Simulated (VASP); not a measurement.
The system is Hf2S.

```
Hf S
1.0
     4.17751    0.00000    0.00000
     0.00000    4.17751    0.00000
     0.00000    0.00000    6.37405
Hf S
4 2
Direct
  0.00000 0.00000 0.00000
  0.50000 0.50000 0.00000
  0.00000 0.50000 0.27000
  0.50000 0.00000 0.73000
  0.00000 0.50000 0.70000
  0.50000 0.00000 0.30000
```

- Program: VASP 6.6.1
- Task: relaxation of cell and atoms
- Functional: PBE
- Potentials or basis: VASP PAW PBE potentials, release 64 (Hf_pv, S)
- Cutoff: 600 eV
- k mesh: 4 × 4 × 4
- Occupations: gaussian, width 0.1 eV
- Spin: no spin polarisation

At the start: pressure 16.4 GPa; volume 18.54 Å³/atom.

**Question.** How do energy, volume and symmetry change on relaxing?

**Answer.** Over 15 steps the energy falls by 862.5 meV/atom and the volume is 17.93 Å³/atom (-3.3 %); space group P4/nmm (No. 129, to 0.05 Å).

The path:
| step | energy change (eV) | largest force (eV/Å) | pressure (GPa) | volume (Å³) |
| --- | --- | --- | --- | --- |
| 1 | 0.0000 | 6.8681 | 16.43 | 111.24 |
| 2 | -2.3333 | 0.7243 | -14.88 | 144.32 |
| 3 | -2.8715 | 2.0162 | -8.74 | 133.48 |
| 4 | -2.8777 | 2.1979 | -7.86 | 132.28 |
| 5 | -4.1415 | 1.6078 | -5.39 | 119.78 |
| 6 | -4.7774 | 1.5575 | 3.18 | 107.01 |
| 7 | -5.0786 | 0.7019 | 1.17 | 106.57 |
| 8 | -5.0803 | 0.7685 | 1.15 | 106.62 |
| 9 | -5.1415 | 0.4331 | -1.26 | 108.82 |
| 10 | -5.1465 | 0.3006 | -2.15 | 109.77 |
| 11 | -5.1673 | 0.1057 | 0.62 | 107.19 |
| 12 | -5.1707 | 0.0726 | -0.16 | 107.87 |
| 13 | -5.1736 | 0.0727 | 0.00 | 107.59 |
| 14 | -5.1741 | 0.0751 | 0.14 | 107.41 |
| 15 | -5.1748 | 0.0322 | -0.04 | 107.60 |

Final structure:
```
CELL_PARAMETERS angstrom
3.84118 0.00000 0.00000
0.00000 3.84118 0.00000
0.00000 0.00000 7.29274
ATOMIC_POSITIONS crystal
Hf 0.00000 0.00000 0.00000
Hf 0.50000 0.50000 0.00000
Hf 0.00000 0.50000 0.36317
Hf 0.50000 0.00000 0.63683
S 0.00000 0.50000 0.72892
S 0.50000 0.00000 0.27108
```

Caveat: the k points lie up to 0.41 Å⁻¹ apart in the final cell.
